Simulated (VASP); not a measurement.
# Al5InAs6 (P31m) in VASP: relaxation of cell and atoms with PBE

Aim: the relaxation of cell and atoms of Al5InAs6 with PBE.

Program: VASP 6.6.1. These are calculated values, not measurements. Logs are shortened: lines on timing, memory, paths and dates and some standing lists are left out, and cuts for length are marked.

### 1 The cell of the first run

Symmetry: P31m, No. 157, trigonal system. Conventional cell: a = 7.087 Å, b = 7.087 Å, c = 6.725 Å, α = 90.00°, β = 90.00°, γ = 120.00°. Al (site symmetry m) has 4 As at 2.49 to 2.50 Å within 3.3 Å. Within 3.2 Å of Al (site symmetry 3) lie 4 As at 2.46 to 2.49 Å. Within 3.5 Å of In (site symmetry 3m) lie 4 As at 2.65 to 2.67 Å. As (site symmetry m) has 3 Al at 2.46 to 2.49 Å and 1 In at 2.65 Å within 3.2 Å. Within 3.3 Å of As (site symmetry 3) lie 4 Al at 2.49 to 2.50 Å. As (site symmetry 3m) has 3 Al at 2.49 Å and 1 In at 2.67 Å within 3.3 Å.

### 2 Relaxation of cell and atoms, PBE

The input, INCAR:

```
PREC     = Accurate       # precision mode
ENCUT    = 600            # plane-wave cutoff, eV
EDIFF    = 1E-7           # SCF threshold, eV
ISMEAR   = 0              # smearing method
SIGMA    = 0.02           # smearing width, eV
LREAL    = F              # projectors in reciprocal space
LASPH    = T              # aspherical terms in the spheres
NELM     = 60             # most SCF steps
ALGO     = Normal         # electronic algorithm
ISIF     = 3              # what is computed and relaxed
LWAVE    = F              # write WAVECAR
LCHARG   = F              # write CHGCAR
GGA      = PE             # functional
IBRION   = 2              # ionic algorithm
NSW      = 100            # ionic steps
EDIFFG   = -0.01          # ionic threshold
```

The input, KPOINTS:

```
Automatic mesh
0
Gamma
  6 6 4
```

The input, POSCAR:

```
Al5InAs6
1.0
    7.0865127000      0.0000000000      0.0000000000
   -3.5432563000      6.1371000000      0.0000000000
    0.0000000000      0.0000000000      6.7247279000
Al In As
5 1 6
Direct
    0.3383250000      0.3383250000      0.0002950000
    0.0000000000      0.6616750000      0.0002950000
    0.6616750000      0.0000000000      0.0002950000
    0.6666667000      0.3333333000      0.5008870000
    0.3333333000      0.6666667000      0.5008870000
    0.0000000000      0.0000000000      0.5018170000
    0.3527930000      0.3527930000      0.3697590000
    0.0000000000      0.6472070000      0.3697590000
    0.6472070000      0.0000000000      0.3697590000
    0.6666667000      0.3333333000      0.8718450000
    0.3333333000      0.6666667000      0.8718450000
    0.0000000000      0.0000000000      0.8985550000
```

Potentials or basis: VASP PAW PBE potentials, release 64 (Al, In_d, As).

Command:

```console
$ cat potpaw_PBE.64/Al/POTCAR potpaw_PBE.64/In_d/POTCAR potpaw_PBE.64/As/POTCAR > POTCAR
$ mpirun -np 1 vasp_std > vasp.out
```

OUTCAR:

```text
PREC = Accurate
   ENCUT = 600
   EDIFF = 1E-7
   ISMEAR = 0
   LREAL = F
   LASPH = T
   NELM = 60
   ISIF = 3
   GGA = PE
   IBRION = 2
   NSW = 100
   EDIFFG = -0.01

 ion  position               nearest neighbor table
   1  0.338  0.338  0.000-   7 2.49  12 2.49  11 2.50  10 2.50
   2  0.000  0.662  0.000-   8 2.49  12 2.49  11 2.50  10 2.50
   3  0.662  0.000  0.000-   9 2.49  12 2.49  10 2.50  11 2.50
   4  0.667  0.333  0.501-   9 2.46   8 2.46   7 2.46  10 2.49
   5  0.333  0.667  0.501-   8 2.46   9 2.46   7 2.46  11 2.49
   6  0.000  0.000  0.502-   8 2.65   9 2.65   7 2.65  12 2.67
   7  0.353  0.353  0.370-   5 2.46   4 2.46   1 2.49   6 2.65
   8  0.000  0.647  0.370-   5 2.46   4 2.46   2 2.49   6 2.65
   9  0.647  0.000  0.370-   4 2.46   5 2.46   3 2.49   6 2.65
  10  0.667  0.333  0.872-   4 2.49   3 2.50   2 2.50   1 2.50
  11  0.333  0.667  0.872-   5 2.49   2 2.50   3 2.50   1 2.50
  12  0.000  0.000  0.899-   2 2.49   3 2.49   1 2.49   6 2.67

  LATTYP: Found a hexagonal cell.
 ALAT       =     7.0865127000
 C/A-ratio  =     0.9489474139

  Lattice vectors:

 A1 = (   7.0865127000,   0.0000000000,   0.0000000000)
 A2 = (  -3.5432563000,   6.1371000000,   0.0000000000)
 A3 = (   0.0000000000,   0.0000000000,   6.7247279000)

Analysis of symmetry for initial positions (statically):
=====================================================================
 Subroutine PRICEL returns:
 Original cell was already a primitive cell.

 Routine SETGRP: Setting up the symmetry group for a
 hexagonal supercell.

 Subroutine GETGRP returns: Found  6 space group operations
 (whereof  6 operations were pure point group operations)
 out of a pool of 24 trial point group operations.

The static configuration has the point symmetry C_3v.

Analysis of symmetry for dynamics (positions and initial velocities):
=====================================================================
 Subroutine PRICEL returns:
 Original cell was already a primitive cell.

 Routine SETGRP: Setting up the symmetry group for a
 hexagonal supercell.

 Subroutine GETGRP returns: Found  6 space group operations
 (whereof  6 operations were pure point group operations)
 out of a pool of 24 trial point group operations.

The dynamic configuration has the point symmetry C_3v.

 Subroutine INISYM returns: Found  6 space group operations
 (whereof  6 operations are pure point group operations),
 and found     1 'primitive' translations

----------------------------------------------------------------------------------------

                                     Primitive cell

  volume of cell :     292.4627

  direct lattice vectors                    reciprocal lattice vectors
     7.086512700  0.000000000  0.000000000     0.141113132  0.081471704  0.000000000
    -3.543256300  6.137100000  0.000000000     0.000000000  0.162943410  0.000000000
     0.000000000  0.000000000  6.724727900     0.000000000  0.000000000  0.148704902

  length of vectors
     7.086512700  7.086512656  6.724727900     0.162943409  0.162943410  0.148704902

  position of ions in fractional coordinates (direct lattice)
     0.338325000  0.338325000  0.000295000
     0.000000000  0.661675000  0.000295000
     0.661675000  0.000000000  0.000295000
     0.666666700  0.333333300  0.500887000
     0.333333300  0.666666700  0.500887000
     0.000000000  0.000000000  0.501817000
     0.352793000  0.352793000  0.369759000
     0.000000000  0.647207000  0.369759000
     0.647207000  0.000000000  0.369759000
     0.666666700  0.333333300  0.871845000
[... 114 lines left out ...]
   LHFCALC =     F    Hartree Fock is set to
   AEXX    =    0.0000 exact exchange contribution
   IVDW    =     0    specifies the selected vdW correction
   LEPSILON=     F    determine dielectric tensor
   LRPA    =     F    only Hartree local field effects (RPA)
 conjugate gradient relaxation of ions
 non-spin polarized calculation
 Gauss-broadening in eV      SIGMA  =   0.02
  energy-cutoff  :      600.00
  volume of cell :      292.46
 maximum number of plane-waves:      9782
 NGX is ok and might be reduce to    60
   NGX = 29   NGY = 29   NGZ = 27

--------------------------------------- Ionic step        1  -------------------------------------------

 number of electron      58.0000005 magnetization

 Free energy of the ion-electron system (eV)
  ---------------------------------------------------
  ext. energy  EPLUGINS =         0.00000000
  ---------------------------------------------------
  free energy    TOTEN  =       -54.55016789 eV

  energy without entropy =      -54.55016789  energy(sigma->0) =      -54.55016789

------------------------ aborting loop because EDIFF is reached ----------------------------------------

  FORCE on cell =-STRESS in cart. coord.  units (eV):
  Direction    XX          YY          ZZ          XY          YZ          ZX
  --------------------------------------------------------------------------------------
  -------------------------------------------------------------------------------------
  Total        0.2099085      0.2099085      0.2586364      0.0000000     -0.0000000      0.0000000
  in kB        1.1499267      1.1499267      1.4168689      0.0000000     -0.0000000      0.0000000
  external PRESSURE =       1.2389075 kB  Pullay stress =       0.0000000 kB

 VOLUME and BASIS-vectors are now :
 -----------------------------------------------------------------------------
  energy-cutoff  :      600.00
  volume of cell :      292.46
      direct lattice vectors                 reciprocal lattice vectors
     7.086512700  0.000000000  0.000000000     0.141113132  0.081471704  0.000000000
    -3.543256300  6.137100000  0.000000000     0.000000000  0.162943410  0.000000000
     0.000000000  0.000000000  6.724727900     0.000000000  0.000000000  0.148704902

 POSITION                                       TOTAL-FORCE (eV/Angst)
 -----------------------------------------------------------------------------------
      1.19877      2.07633      0.00198         0.000009      0.000015      0.000295
     -2.34448      4.06077      0.00198         0.000009     -0.000015      0.000295
      4.68897      0.00000      0.00198        -0.000017      0.000000      0.000295
      3.54326      2.04570      3.36833         0.000000     -0.000000      0.004595
     -0.00000      4.09140      3.36833         0.000000     -0.000000      0.004595
      0.00000      0.00000      3.37458         0.000000     -0.000000      0.001727
      1.25004      2.16513      2.48653        -0.005516     -0.009555      0.002347
     -2.29322      3.97197      2.48653        -0.005516      0.009555      0.002347
      4.58644      0.00000      2.48653         0.011033      0.000000      0.002347
      3.54326      2.04570      5.86292         0.000000     -0.000000     -0.004111
     -0.00000      4.09140      5.86292         0.000000     -0.000000     -0.004111
      0.00000      0.00000      6.04254         0.000000     -0.000000     -0.010622
 -----------------------------------------------------------------------------------
    total drift:                                0.000000      0.000001     -0.001087

  FREE ENERGIE OF THE ION-ELECTRON SYSTEM (eV)
  ---------------------------------------------------
  free  energy   TOTEN  =       -54.5501678943 eV

  energy  without entropy=      -54.5501678943  energy(sigma->0) =      -54.55016789

--------------------------------------- Ionic step        2  -------------------------------------------

 number of electron      58.0000005 magnetization

 Free energy of the ion-electron system (eV)
  ---------------------------------------------------
  ext. energy  EPLUGINS =         0.00000000
  ---------------------------------------------------
  free energy    TOTEN  =       -54.55035548 eV

  energy without entropy =      -54.55035548  energy(sigma->0) =      -54.55035548

 E-fermi :   3.8930     XC(G=0):  -8.8992

 val. band max:        3.7586636764   @ k =   0.0000   0.0000   0.0000
 cond. band min:       5.0895380260   @ k =   0.0000   0.0000   0.0000
 fundamental gap:      1.3308743496
 Fermi energy:         3.8929606559

 k-point     1 :       0.0000    0.0000    0.0000
  band No.  band energies     occupation
      1     -10.3803      2.00000
      2     -10.3803      2.00000
      3     -10.3796      2.00000
      4     -10.2658      2.00000
      5     -10.2658      2.00000
      6      -7.9773      2.00000
[... 925 lines left out ...]
     35       6.1070      0.00000
     36       7.1853      0.00000

------------------------ aborting loop because EDIFF is reached ----------------------------------------

  FORCE on cell =-STRESS in cart. coord.  units (eV):
  Direction    XX          YY          ZZ          XY          YZ          ZX
  --------------------------------------------------------------------------------------
  -------------------------------------------------------------------------------------
  Total       -0.0972870     -0.0972870     -0.0886693     -0.0000000     -0.0000000      0.0000000
  in kB       -0.5315092     -0.5315092     -0.4844283     -0.0000000     -0.0000000      0.0000000
  external PRESSURE =      -0.5158156 kB  Pullay stress =       0.0000000 kB

 VOLUME and BASIS-vectors are now :
 -----------------------------------------------------------------------------
  energy-cutoff  :      600.00
  volume of cell :      293.26
      direct lattice vectors                 reciprocal lattice vectors
     7.092492857  0.000000000  0.000000000     0.140994150  0.081403009 -0.000000000
    -3.546246378  6.142278968 -0.000000000    -0.000000000  0.162806021  0.000000000
     0.000000000 -0.000000000  6.731720106    -0.000000000  0.000000000  0.148550442

 POSITION                                       TOTAL-FORCE (eV/Angst)
 -----------------------------------------------------------------------------------
      1.19978      2.07809      0.00200        -0.000279     -0.000484      0.002166
     -2.34646      4.06419      0.00200        -0.000279      0.000484      0.002166
      4.69292      0.00000      0.00200         0.000558      0.000000      0.002166
      3.54625      2.04743      3.37205        -0.000000     -0.000000     -0.000753
     -0.00000      4.09485      3.37205        -0.000000     -0.000000     -0.000753
     -3.54625      6.14228      3.37818        -0.000000     -0.000000      0.001823
      1.25082      2.16649      2.48923        -0.003342     -0.005789      0.001402
      4.79707      3.97579      2.48923        -0.003342      0.005789      0.001402
      4.59084      0.00000      2.48923         0.006685      0.000000      0.001402
      3.54625      2.04743      5.86882        -0.000000     -0.000000     -0.001148
     -0.00000      4.09485      5.86882        -0.000000     -0.000000     -0.001148
     -3.54625      6.14228      6.04831        -0.000000     -0.000000     -0.008725
 -----------------------------------------------------------------------------------
    total drift:                                0.000000      0.000001     -0.001872

  FREE ENERGIE OF THE ION-ELECTRON SYSTEM (eV)
  ---------------------------------------------------
  free  energy   TOTEN  =       -54.5503554761 eV

  energy  without entropy=      -54.5503554761  energy(sigma->0) =      -54.55035548

 reached required accuracy - stopping structural energy minimisation
```

Wall time 15 min (1 thread of Intel Xeon Platinum 8375C at 2.90GHz (Ice Lake), shared host); peak memory 0.63 GiB.

Results:

| Quantity | Value |
| --- | --- |
| Free energy | -54.5504 eV |
| Relaxed volume | 24.44 Å³/atom |
| Relaxed cell | a = 7.092 Å, b = 7.092 Å, c = 6.732 Å, α = 90.00°, β = 90.00°, γ = 120.00° |
| Space group after relaxing (to 0.1 Å) | P31m (No. 157) |
| Energy gained by relaxing | 0.0 meV/atom |
| Ionic steps | 2 |
| Pressure after relaxing | -0.1 GPa |
| Largest force after relaxing | 0.009 eV/Å |
| Band gap on the k mesh | 1.33 eV |

Forces on the atoms (eV/Å):
```
Al   0.000  0.000  0.002
Al   0.000  0.000  0.002
Al   0.001  0.000  0.002
Al   0.000  0.000 -0.001
Al   0.000  0.000 -0.001
In   0.000  0.000  0.002
As  -0.003 -0.006  0.001
As  -0.003  0.006  0.001
As   0.007  0.000  0.001
As   0.000  0.000 -0.001
As   0.000  0.000 -0.001
As   0.000  0.000 -0.009
```

Step by step:
| step | energy change (eV) | largest force (eV/Å) | pressure (GPa) | volume (Å³) |
| --- | --- | --- | --- | --- |
| 1 | 0.0000 | 0.0113 | 0.12 | 292.46 |
| 2 | -0.0002 | 0.0087 | -0.05 | 293.26 |

Final structure:
```yaml
crystal:
  lattice:
    - [7.09249, 0.00000, 0.00000]
    - [-3.54625, 6.14228, 0.00000]
    - [0.00000, 0.00000, 6.73172]
  atoms:
    - { symbol: Al, position: [0.33833, 0.33833, 0.00030] }
    - { symbol: Al, position: [0.00000, 0.66167, 0.00030] }
    - { symbol: Al, position: [0.66167, 0.00000, 0.00030] }
    - { symbol: Al, position: [0.66667, 0.33333, 0.50092] }
    - { symbol: Al, position: [0.33333, 0.66667, 0.50092] }
    - { symbol: In, position: [0.00000, 0.00000, 0.50183] }
    - { symbol: As, position: [0.35272, 0.35272, 0.36978] }
    - { symbol: As, position: [0.00000, 0.64728, 0.36978] }
    - { symbol: As, position: [0.64728, 0.00000, 0.36978] }
    - { symbol: As, position: [0.66667, 0.33333, 0.87182] }
    - { symbol: As, position: [0.33333, 0.66667, 0.87182] }
    - { symbol: As, position: [0.00000, 0.00000, 0.89848] }
```

Caveat: spin-orbit coupling is left out, which moves the levels of the heavy elements. A k mesh can miss the band edges.
